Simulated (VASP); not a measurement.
# SnO (Cmme) in VASP: a series of runs

SnO is run at these levels: PBE; tasks: single point.

Program: VASP 6.6.1. These are calculated values, not measurements. Logs are shortened: lines on timing, memory, paths and dates and some standing lists are left out, and cuts for length are marked.

## (1) The cell of the first run

Symmetry: Cmme, No. 67, orthorhombic system. The conventional cell has a = 5.363 Å, b = 5.390 Å, c = 4.836 Å, α = 90.00°, β = 90.00°, γ = 90.00°. Within 2.9 Å of Sn (site symmetry mm2) lie 4 O at 2.22 Å. Within 2.9 Å of O (site symmetry 222) lie 4 Sn at 2.22 Å and 4 O at 2.68 to 2.70 Å.

## (2) Single point, PBE (strain +0.0050 x Voigt [0, 0, 0, 0, 0, 1])

The input, INCAR:

```
PREC = Accurate ; ENCUT = 520
EDIFF = 1E-6 ; ISMEAR = 0
SIGMA = 0.15 ; LREAL = F
LASPH = T ; NELM = 60
ALGO = Normal ; ISIF = 2
LWAVE = F ; LCHARG = T
GGA = PE ; LELF = T
LVHAR = T ; NBANDS = 28
```

The input, KPOINTS:

```
regular mesh
0
Gamma
  12 12 10
```

The input, POSCAR:

```
SnO
1.0
    3.8020000000      0.0095050000      0.0000000000
    0.0095050000      3.8020000000      0.0000000000
    0.0000000000      0.0000000000      4.8360000000
Sn O
2 2
Direct
    0.0000000000      0.5000000000      0.2385000000
    0.5000000000      0.0000000000      0.7615000000
    0.0000000000      0.0000000000      0.0000000000
    0.5000000000      0.5000000000      0.0000000000
```

Potentials or basis: VASP PAW PBE potentials, release 64 (Sn_d, O).

Command:

```console
$ cat potpaw_PBE.64/Sn_d/POTCAR potpaw_PBE.64/O/POTCAR > POTCAR
$ mpirun -np 1 vasp_std > vasp.out
```

OUTCAR:

```text
PREC = Accurate
   ENCUT = 520
   EDIFF = 1E-6
   ISMEAR = 0
   LREAL = F
   LASPH = T
   NELM = 60
   ISIF = 2
   GGA = PE

 ion  position               nearest neighbor table
   1  0.000  0.500  0.239-   3 2.22   4 2.22   3 2.22   4 2.22   2 3.54   2 3.54   2 3.55   2 3.55
                             2 3.69   2 3.69   2 3.70   2 3.70
   2  0.500  0.000  0.761-   3 2.22   4 2.22   4 2.22   3 2.22   1 3.54   1 3.54   1 3.55   1 3.55
                             1 3.69   1 3.69   1 3.70   1 3.70
   3  0.000  0.000  0.000-   1 2.22   2 2.22   1 2.22   2 2.22
   4  0.500  0.500  0.000-   1 2.22   2 2.22   2 2.22   1 2.22

  LATTYP: Found a base centered orthorhombic cell.
 ALAT       =     5.3633978642
 B/A-ratio  =     1.0050125313
 C/A-ratio  =     0.9016672122

  Lattice vectors:

 A1 = (  -0.0095050000,  -3.8020000000,   0.0000000000)
 A2 = (   3.8020000000,   0.0095050000,   0.0000000000)
 A3 = (   0.0000000000,   0.0000000000,   4.8360000000)

Analysis of symmetry for initial positions (statically):
=====================================================================
 Subroutine PRICEL returns:
 Original cell was already a primitive cell.

 Routine SETGRP: Setting up the symmetry group for a
 base centered orthorhombic supercell.

 Subroutine GETGRP returns: Found  8 space group operations
 (whereof  4 operations were pure point group operations)
 out of a pool of  8 trial point group operations.

The static configuration has the point symmetry D_2 .
 The point group associated with its full space group is D_2h.

Analysis of symmetry for dynamics (positions and initial velocities):
=====================================================================
 Subroutine PRICEL returns:
 Original cell was already a primitive cell.

 Routine SETGRP: Setting up the symmetry group for a
 base centered orthorhombic supercell.

 Subroutine GETGRP returns: Found  8 space group operations
 (whereof  4 operations were pure point group operations)
 out of a pool of  8 trial point group operations.

The dynamic configuration has the point symmetry D_2 .
 The point group associated with its full space group is D_2h.

 Subroutine INISYM returns: Found  8 space group operations
 (whereof  4 operations are pure point group operations),
 and found     1 'primitive' translations

----------------------------------------------------------------------------------------

                                     Primitive cell

  volume of cell :      69.9049

  direct lattice vectors                    reciprocal lattice vectors
     3.802000000  0.009505000  0.000000000     0.263021107 -0.000657553  0.000000000
     0.009505000  3.802000000  0.000000000    -0.000657553  0.263021107  0.000000000
     0.000000000  0.000000000  4.836000000     0.000000000  0.000000000  0.206782465

  length of vectors
     3.802011881  3.802011881  4.836000000     0.263021929  0.263021929  0.206782465

  position of ions in fractional coordinates (direct lattice)
     0.000000000  0.500000000  0.238500000
     0.500000000  0.000000000  0.761500000
     0.000000000  0.000000000  0.000000000
     0.500000000  0.500000000  0.000000000

  ion indices of the primitive-cell ions
   primitive index   ion index
                 1           1
                 2           2
                 3           3
                 4           4

----------------------------------------------------------------------------------------

 KPOINTS: regular mesh

Automatic generation of k-mesh.
 Grid dimensions read from file:
 generate k-points for:   12   12   10

 Generating k-lattice:

  Cartesian coordinates                     Fractional coordinates (reciprocal lattice)
     0.021918426 -0.000054796  0.000000000     0.083333333  0.000000000  0.000000000
    -0.000054796  0.021918426  0.000000000     0.000000000  0.083333333  0.000000000
     0.000000000  0.000000000  0.020678246     0.000000000  0.000000000  0.100000000

  Length of vectors
     0.021918494  0.021918494  0.020678246

  Shift w.r.t. Gamma in fractional coordinates (k-lattice)
     0.000000000  0.000000000  0.000000000

 Subroutine IBZKPT returns following result:
 ===========================================

 Found    258 irreducible k-points:

 Following reciprocal coordinates:
            Coordinates               Weight
  0.000000  0.000000  0.000000      1.000000
  0.083333  0.000000  0.000000      4.000000
  0.166667 -0.000000  0.000000      4.000000
  0.250000 -0.000000  0.000000      4.000000
  0.333333 -0.000000  0.000000      4.000000
  0.416667 -0.000000  0.000000      4.000000
[... 16 lines left out ...]
  0.500000  0.166667  0.000000      4.000000
 -0.416667  0.166667  0.000000      4.000000
 [... further k-points ...]
   k-points           NKPTS =    258   k-points in BZ     NKDIM =    258   number of bands    NBANDS=     28
   number of dos      NEDOS =    301   number of ions     NIONS =      4
   total plane-waves  NPLWV =  28224
[... 56 lines left out ...]

 E-fermi :   7.3399     XC(G=0): -10.2685

 val. band max:        7.2704763528   @ k =   0.5000   0.5000   0.0000
 cond. band min:       7.4110183702   @ k =   0.5000   0.5000   0.1000
 fundamental gap:      0.1405420174
 Fermi energy:         7.3399278982

 k-point     1 :       0.0000    0.0000    0.0000
  band No.  band energies     occupation
      1     -14.8270      2.00000
      2     -14.3878      2.00000
      3     -14.3846      2.00000
      4     -14.3840      2.00000
      5     -14.3416      2.00000
      6     -14.3326      2.00000
[... 20 lines left out ...]
     27      13.9440      0.00000
     28      14.3549      0.00000

 k-point     2 :       0.0833    0.0000    0.0000
  band No.  band energies     occupation
      1     -14.8231      2.00000
      2     -14.3863      2.00000
      3     -14.3832      2.00000
      4     -14.3825      2.00000
      5     -14.3422      2.00000
      6     -14.3300      2.00000
[... 20 lines left out ...]
     27      14.0799      0.00000
     28      14.9480      0.00000

 k-point     3 :       0.1667   -0.0000    0.0000
  band No.  band energies     occupation
      1     -14.8121      2.00000
      2     -14.4030      2.00000
      3     -14.3818      2.00000
      4     -14.3781      2.00000
      5     -14.3523      2.00000
      6     -14.3437      2.00000
[... 20 lines left out ...]
     27      14.2265      0.00000
     28      16.2336      0.00000

 k-point     4 :       0.2500   -0.0000    0.0000
  band No.  band energies     occupation
      1     -14.7945      2.00000
      2     -14.4814      2.00000
      3     -14.3747      2.00000
      4     -14.3711      2.00000
      5     -14.3511      2.00000
      6     -14.3459      2.00000
[... 20 lines left out ...]
     27      14.4374      0.00000
     28      17.5840      0.00000

 k-point     5 :       0.3333   -0.0000    0.0000
  band No.  band energies     occupation
      1     -14.7704      2.00000
      2     -14.5644      2.00000
      3     -14.3658      2.00000
      4     -14.3630      2.00000
      5     -14.3478      2.00000
      6     -14.3453      2.00000
[... 20 lines left out ...]
     27      14.7228      0.00000
     28      17.4468      0.00000

 k-point     6 :       0.4167   -0.0000    0.0000
  band No.  band energies     occupation
      1     -14.7378      2.00000
      2     -14.6365      2.00000
      3     -14.3570      2.00000
      4     -14.3556      2.00000
      5     -14.3496      2.00000
      6     -14.3444      2.00000
[... 463 lines left out ...]
      5     -14.3452      2.00000
      6     -14.3449      2.00000
[... 20 lines left out ...]
     27      15.4087      0.00000
     28      15.7828      0.00000

 k-point    22 :       0.4167    0.1667    0.0000
  band No.  band energies     occupation
      1     -14.7461      2.00000
      2     -14.6652      2.00000
      3     -14.3674      2.00000
      4     -14.3533      2.00000
      5     -14.3452      2.00000
      6     -14.3449      2.00000
[... 20 lines left out ...]
     27      15.2912      0.00000
     28      15.6095      0.00000

 k-point    23 :       0.5000    0.1667    0.0000
  band No.  band energies     occupation
      1     -14.7127      2.00000
      2     -14.7111      2.00000
      3     -14.3587      2.00000
      4     -14.3572      2.00000
      5     -14.3458      2.00000
      6     -14.3452      2.00000
[... 20 lines left out ...]
     27      15.3943      0.00000
     28      15.4448      0.00000

 k-point    24 :      -0.4167    0.1667    0.0000
  band No.  band energies     occupation
      1     -14.7475      2.00000
      2     -14.6635      2.00000
      3     -14.3655      2.00000
      4     -14.3544      2.00000
      5     -14.3454      2.00000
      6     -14.3446      2.00000
[... 20 lines left out ...]
     27      15.2714      0.00000
     28      15.6725      0.00000

 [... further k-points ...]

------------------------ aborting loop because EDIFF is reached ----------------------------------------

  FORCE on cell =-STRESS in cart. coord.  units (eV):
  Direction    XX          YY          ZZ          XY          YZ          ZX
  --------------------------------------------------------------------------------------
  -------------------------------------------------------------------------------------
  Total        2.1053927      2.1053927      1.5828424     -0.1816086      0.0000000      0.0000000
  in kB       48.2542867     48.2542867     36.2777593     -4.1623558      0.0000000      0.0000000
  external PRESSURE =      44.2621109 kB  Pullay stress =       0.0000000 kB

 VOLUME and BASIS-vectors are now :
 -----------------------------------------------------------------------------
  energy-cutoff  :      520.00
  volume of cell :       69.90
      direct lattice vectors                 reciprocal lattice vectors
     3.802000000  0.009505000  0.000000000     0.263021107 -0.000657553  0.000000000
     0.009505000  3.802000000  0.000000000    -0.000657553  0.263021107  0.000000000
     0.000000000  0.000000000  4.836000000     0.000000000  0.000000000  0.206782465

 POSITION                                       TOTAL-FORCE (eV/Angst)
 -----------------------------------------------------------------------------------
      0.00475      1.90100      1.15339         0.000000      0.000000      0.437831
      1.90100      0.00475      3.68261        -0.000000      0.000000     -0.437831
      0.00000      0.00000      0.00000        -0.000000      0.000000      0.000000
      1.90575      1.90575      0.00000         0.000000      0.000000      0.000000
 -----------------------------------------------------------------------------------
    total drift:                                0.000000      0.000000      0.000000

  FREE ENERGIE OF THE ION-ELECTRON SYSTEM (eV)
  ---------------------------------------------------
  free  energy   TOTEN  =       -22.6695735508 eV

  energy  without entropy=      -22.6685231030  energy(sigma->0) =      -22.66904833
```

Run time: 15 min. Hardware: 1 thread of Intel Xeon 8259CL, shared host; peak memory 0.45 GiB.

Results:

```
Free energy            : -22.6696 eV
Pressure               : 4.4 GPa
Largest force          : 0.438 eV/Å
Band gap on the k mesh : 0.02 eV (least direct gap 1.94 eV)
```

Forces in eV/Å, atoms in the order of the input:
```
Sn   0.000  0.000  0.438
Sn   0.000  0.000 -0.438
O    0.000  0.000  0.000
O    0.000  0.000  0.000
```

Stress tensor (GPa, compression positive):
```
 4.83 -0.42  0.00
-0.42  4.83  0.00
 0.00  0.00  3.63
```

Caveat: the cell differs from its parent crystal (strain +0.0050 x Voigt [0, 0, 0, 0, 0, 1]); the cell stands under pressure; the smearing spreads over this small gap; semilocal functionals underestimate gaps, and a narrow one can read as zero; spin-orbit coupling is left out, which moves the levels of the heavy elements. A k mesh can miss the band edges.

## (3) Single point, PBE (strain +0.0175 x Voigt [0, 0, 0, 0, 0, 1])

The input, INCAR:

```
PREC = Accurate ; ENCUT = 520
EDIFF = 1E-7 ; ISMEAR = 0
SIGMA = 0.15 ; LREAL = F
LASPH = T ; NELM = 80
ALGO = Normal ; ISIF = 2
LWAVE = F ; LCHARG = T
GGA = PE ; LELF = T
LVHAR = T ; NBANDS = 28
```

KPOINTS is that of step 2.

Changes to POSCAR since step 2:

```diff
@@ -2,4 +2,4 @@
 1.0
-    3.8020000000      0.0095050000      0.0000000000
-    0.0095050000      3.8020000000      0.0000000000
+    3.8020000000      0.0332675000      0.0000000000
+    0.0332675000      3.8020000000      0.0000000000
     0.0000000000      0.0000000000      4.8360000000
```

Potentials or basis: VASP PAW PBE potentials, release 64 (Sn_d, O).

Command:

```console
$ cat potpaw_PBE.64/Sn_d/POTCAR potpaw_PBE.64/O/POTCAR > POTCAR
$ mpirun -np 1 vasp_std > vasp.out
```

Run time: 17 min. Hardware: 1 thread of Intel Xeon 8259CL, shared host; peak memory 0.45 GiB.

The run converged. Its results:

- Free energy: -22.6643 eV
- Pressure: 4.4 GPa
- Largest force: 0.438 eV/Å
- Band gap on the k mesh: 0.01 eV (least direct gap 1.89 eV)

Forces in eV/Å, atoms in the order of the input:
```
Sn   0.000  0.000  0.438
Sn   0.000  0.000 -0.438
O    0.000  0.000  0.000
O    0.000  0.000  0.000
```

Stress tensor (GPa, compression positive):
```
 4.85 -1.46  0.00
-1.46  4.85  0.00
 0.00  0.00  3.65
```

Levels at points of the mesh, in eV from the valence-band top:
| k point | band 16 | band 17 | band 18 | band 19 | band 20 | band 21 | band 22 | band 23 | band 24 | band 25 |
| --- | --- | --- | --- | --- | --- | --- | --- | --- | --- | --- |
| (0.00, 0.00, 0.00) | -6.32 | -3.53 | -3.34 | -3.10 | 0.00 | 2.09 | 4.37 | 4.58 | 4.70 | 5.68 |
| (0.50, 0.00, 0.00) | -5.07 | -4.90 | -4.90 | -2.77 | -2.77 | 3.17 | 3.17 | 5.87 | 5.87 | 6.01 |
| (0.50, 0.50, 0.00) | -5.16 | -2.64 | -2.48 | -1.98 | -1.88 | 0.01 | 0.04 | 4.36 | 4.50 | 7.23 |
| (0.00, 0.00, 0.50) | -3.60 | -3.35 | -3.14 | -3.12 | -2.29 | 1.69 | 2.86 | 2.98 | 3.66 | 7.90 |
| (0.50, 0.00, 0.50) | -5.53 | -4.86 | -4.86 | -1.79 | -1.79 | 2.56 | 2.56 | 5.39 | 5.39 | 6.68 |
| (0.50, 0.50, 0.50) | -5.61 | -2.83 | -2.64 | -2.62 | -2.48 | 2.28 | 2.31 | 3.99 | 4.06 | 5.55 |

Caveat: the cell differs from its parent crystal (strain +0.0175 x Voigt [0, 0, 0, 0, 0, 1]); the cell stands under pressure; the smearing spreads over this small gap; semilocal functionals underestimate gaps, and a narrow one can read as zero; spin-orbit coupling is left out, which moves the levels of the heavy elements.

## (4) Single point, PBE (strain +0.0125 x Voigt [0, 0, 0, 0, 0, 1])

The input, INCAR:

```
PREC     = Accurate       # precision mode
ENCUT    = 520            # plane-wave cutoff, eV
EDIFF    = 1E-6           # SCF threshold, eV
ISMEAR   = 0              # smearing method
SIGMA    = 0.15           # smearing width, eV
LREAL    = F              # projectors in reciprocal space
LASPH    = T              # aspherical terms in the spheres
NELM     = 60             # most SCF steps
ALGO     = Normal         # electronic algorithm
ISIF     = 2              # what is computed and relaxed
LWAVE    = F              # write WAVECAR
LCHARG   = T              # write CHGCAR
GGA      = PE             # functional
LELF     = T              # ELF
LVHAR    = T            
NBANDS   = 28             # bands
```

KPOINTS is that of step 3.

Changes to POSCAR since step 3:

```diff
@@ -2,4 +2,4 @@
 1.0
-    3.8020000000      0.0332675000      0.0000000000
-    0.0332675000      3.8020000000      0.0000000000
+    3.8020000000      0.0237625000      0.0000000000
+    0.0237625000      3.8020000000      0.0000000000
     0.0000000000      0.0000000000      4.8360000000
```

Command:

```console
$ cat potpaw_PBE.64/Sn_d/POTCAR potpaw_PBE.64/O/POTCAR > POTCAR
$ mpirun -np 1 vasp_std > vasp.out
```

Wall time 18 min (1 thread of Intel Xeon 8259CL, shared host); peak memory 0.45 GiB.

Results (log left out):

| Quantity | Value |
| --- | --- |
| Free energy | -22.6671 eV |
| Pressure | 4.4 GPa |
| Largest force | 0.438 eV/Å |
| Band gap on the k mesh | 0.01 eV (least direct gap 1.91 eV) |

Forces in eV/Å, atoms in the order of the input:
```
Sn   0.000  0.000  0.438
Sn   0.000  0.000 -0.438
O    0.000  0.000  0.000
O    0.000  0.000  0.000
```

Stress tensor (GPa, compression positive):
```
 4.83 -1.04  0.00
-1.04  4.83  0.00
 0.00  0.00  3.63
```

Levels at points of the mesh, in eV from the valence-band top:
| k point | band 17 | band 18 | band 19 | band 20 | band 21 | band 22 | band 23 | band 24 |
| --- | --- | --- | --- | --- | --- | --- | --- | --- |
| (0.00, 0.00, 0.00) | -3.54 | -3.30 | -3.13 | 0.00 | 2.09 | 4.37 | 4.60 | 4.68 |
| (0.50, 0.00, 0.00) | -4.90 | -4.90 | -2.77 | -2.77 | 3.17 | 3.17 | 5.88 | 5.88 |
| (0.50, 0.50, 0.00) | -2.61 | -2.50 | -1.96 | -1.90 | 0.01 | 0.04 | 4.38 | 4.48 |
| (0.00, 0.00, 0.50) | -3.32 | -3.15 | -3.14 | -2.28 | 1.69 | 2.88 | 2.96 | 3.66 |
| (0.50, 0.00, 0.50) | -4.86 | -4.86 | -1.79 | -1.79 | 2.56 | 2.56 | 5.39 | 5.39 |
| (0.50, 0.50, 0.50) | -2.80 | -2.65 | -2.62 | -2.50 | 2.28 | 2.30 | 4.00 | 4.05 |

Caveat: the cell differs from its parent crystal (strain +0.0125 x Voigt [0, 0, 0, 0, 0, 1]); the cell stands under pressure; the smearing spreads over this small gap; semilocal functionals underestimate gaps, and a narrow one can read as zero; spin-orbit coupling is left out, which moves the levels of the heavy elements. A k mesh can miss the band edges.

## (5) Summary

```csv
cell,gap on the mesh (eV),pressure (GPa),largest force (eV/Å)
"a = 3.802, b = 3.802, c = 4.836 Å, angles 90.0, 90.0, 89.7°, 4 atoms",0.02,4.4,0.44
"a = 3.802, b = 3.802, c = 4.836 Å, angles 90.0, 90.0, 89.0°, 4 atoms",0.01,4.4,0.44
"a = 3.802, b = 3.802, c = 4.836 Å, angles 90.0, 90.0, 89.3°, 4 atoms",0.01,4.4,0.44
```

Alike in all rows: task single point; level PBE; potentials or basis VASP PAW PBE potentials, release 64 (Sn_d, O); no spin polarisation; k mesh 12 × 12 × 10; cutoff (eV) 520; smearing gaussian 0.15 eV.

Caveats: the cell stands under pressure; the smearing spreads over this small gap; semilocal functionals underestimate gaps, and a narrow one can read as zero; spin-orbit coupling is left out, which moves the levels of the heavy elements.

Total energies depend on the potentials used, so only differences within one code and one set of settings carry meaning.

The gap in the log of VASP goes by the Fermi energy; the results here count the filled bands.